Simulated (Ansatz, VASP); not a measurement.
## Zn in VASP and in Ansatz

The input INCAR:

```
PREC = Accurate
ENCUT = 520
EDIFF = 1E-6
ISMEAR = -1
SIGMA = 0.03
LREAL = False
LASPH = True
NELM = 100
ALGO = Normal
ISIF = 2
LWAVE = False
LCHARG = True
GGA = PS
LELF = True
LVHAR = True
NBANDS = 19
```

KPOINTS

```
regular mesh
0
Gamma
  18 18 8
```

File POSCAR:

```
Zn
1.0
    2.6736512679      0.0000000000      0.0000000000
   -1.3368256340      2.3154499188      0.0000000000
    0.0000000000      0.0000000000      4.9631343400
Zn
2
Direct
    0.3333333333      0.6666666667      0.2500000000
    0.6666666667      0.3333333333      0.7500000000
```

Input for Ansatz:

```yaml
crystal:
  lattice:
    - [2.6736512679, 0.0, 0.0]
    - [-1.336825634, 2.3154499188, 0.0]
    - [0.0, 0.0, 4.96313434]
  atoms:
    - { symbol: Zn, position: [0.3333333333, 0.6666666667, 0.25] }
    - { symbol: Zn, position: [0.6666666667, 0.3333333333, 0.75] }
kpoints:
  mp_grid: { grid: [18, 18, 8] }
  band_path:
    path:
      - [0.0, 0.0, 0.0]
      - [0.5, 0.0, 0.0]
      - [0.3333333333, 0.3333333333, 0.0]
      - [0.0, 0.0, 0.0]
      - [0.0, 0.0, 0.5]
      - [0.5, 0.0, 0.5]
      - [0.3333333333, 0.3333333333, 0.5]
      - [0.0, 0.0, 0.5]
      - [0.5, 0.0, 0.5]
    npoints: 5
scf:
  occupations: { method: fermi_dirac, width: 0.03 }
hamiltonian:
  xc: pbesol
  pseudopotentials: { kind: all_electron, lapw: { basis_error: 0.00025 } }
output:
  forces: true
  stress: true
  eigenvalues: true
```

Change from the starting cell: volume scaled by 1.01.

Alike in both runs: task single point; functional PBEsol; k mesh 18 × 18 × 8; occupations fermi-dirac, width 0.03 eV; no spin polarisation.

|  | VASP | Ansatz |
| --- | --- | --- |
| version | VASP 6.6.1 | Ansatz 0.2.0 |
| potentials or method | VASP PAW PBE potentials, release 64 (Zn), cutoff 520 eV | all-electron LAPW, scalar-relativistic |

|  | VASP | Ansatz | Ansatz less VASP |
| --- | --- | --- | --- |
| pressure (GPa) | -5.6 | -6.0 | -0.33 |
| traceless stress, the component that is largest in VASP (GPa) | 1.43 | 1.53 | +0.106 |

VASP's potentials were made for PBE, not for PBEsol. Ansatz ran all-electron here, and VASP with PAW potentials.
